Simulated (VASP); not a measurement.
Wanted: the native input for a VASP 6.6.1 run.

* Task: single point
* Functional: PBE
* Potentials or basis: VASP PAW PBE potentials, release 64 (W_sv, I)
* Cutoff: 520 eV
* k mesh: 16 × 16 × 16
* Occupations: gaussian, width 0.1 eV
* Spin: no spin polarisation
* Dipole correction: no
* Further INCAR settings: ALGO = Normal; EDIFF = 1e-07; NBANDS = 18

The structure of WI lies in POSCAR:

```
WI
1.0
    0.0000000000      3.0294351451      3.0294351451
    3.0294351451      0.0000000000      3.0294351451
    3.0294351451      3.0294351451      0.0000000000
W I
1 1
Direct
    0.0000000000      0.0000000000      0.0000000000
    0.2500000000      0.2500000000      0.2500000000
```

One way to write it, as run:

INCAR

```
PREC     = Accurate       # precision mode
ENCUT    = 520            # plane-wave cutoff, eV
EDIFF    = 1E-7           # SCF threshold, eV
ISMEAR   = 0              # smearing method
SIGMA    = 0.1            # smearing width, eV
LREAL    = F              # projectors in reciprocal space
LASPH    = T              # aspherical terms in the spheres
NELM     = 80             # most SCF steps
ALGO     = Normal         # electronic algorithm
ISIF     = 2              # what is computed and relaxed
LWAVE    = F              # write WAVECAR
LCHARG   = T              # write CHGCAR
GGA      = PE             # functional
LELF     = T              # ELF
LVHAR    = T            
NBANDS   = 18             # bands
```

KPOINTS

```
Automatic mesh
0
Gamma
  16 16 16
```

Potentials or basis: VASP PAW PBE potentials, release 64 (W_sv, I).

Launch:

```bash
$ cat potpaw_PBE.64/W_sv/POTCAR potpaw_PBE.64/I/POTCAR > POTCAR
$ mpirun -np 1 vasp_std > vasp.out
```

It gave:

* Pressure: -0.1 GPa

Caveat: an odd number of electrons without spin polarisation forces a metal; a magnetic or distorted state may lie lower.

Wall time 74 s on 1 thread of Intel(R) Xeon(R) Platinum 8375C CPU @ 2.90GHz (Ice Lake), with other jobs on the host, peak memory 0.28 GiB.
